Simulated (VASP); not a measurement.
Wanted: the native input for a VASP 6.6.1 run.

```yaml
Task: single point
Functional: LDA
Potentials_or_basis: VASP PAW LDA potentials, release 64 (Pt)
Cutoff: 520 eV
k_mesh: 14 × 14 × 14
Occupations: methfessel-paxton, width 0.2 eV
Spin: no spin polarisation
Dipole_correction: no
Further_INCAR_settings: ALGO = Normal; EDIFF = 1e-06; NBANDS = 11
```

The structure of Pt lies in POSCAR:

```
Pt
1.0
    0.0000000000      1.9474302061      1.9474302061
    1.9474302061      0.0000000000      1.9474302061
    1.9474302061      1.9474302061      0.0000000000
Pt
1
Direct
    0.0000000000      0.0000000000      0.0000000000
```

One way to write it, as run:

INCAR

```
ALGO     = Normal         # electronic algorithm
EDIFF    = 1E-6           # SCF threshold, eV
ENCUT    = 520            # plane-wave cutoff, eV
GGA      = CA             # functional
ISIF     = 2              # what is computed and relaxed
ISMEAR   = 1              # smearing method
LASPH    = True           # aspherical terms in the spheres
LCHARG   = False          # write CHGCAR
LREAL    = False          # projectors in reciprocal space
LWAVE    = False          # write WAVECAR
NBANDS   = 11             # bands
NELM     = 80             # most SCF steps
PREC     = Accurate       # precision mode
SIGMA    = 0.2            # smearing width, eV
```

KPOINTS

```
k-points
0
Gamma
  14 14 14
```

Potentials or basis: VASP PAW LDA potentials, release 64 (Pt).

The run is started by

```sh
$ cat potpaw_LDA.64/Pt/POTCAR > POTCAR
$ mpirun -np 1 vasp_std > vasp.out
```

It gave:

| Item | Value |
| --- | --- |
| Pressure | 0.3 GPa |
| Band gap on the k mesh | zero (band 5 reaches 12.06 eV, above the bottom of band 6 at 9.75 eV) |

Caveat: spin-orbit coupling is left out, which moves the levels of the heavy elements.

Wall time 5.6 s on 1 thread of Intel(R) Xeon(R) 6975P-C (Granite Rapids) (shared host), peak memory 0.13 GiB.
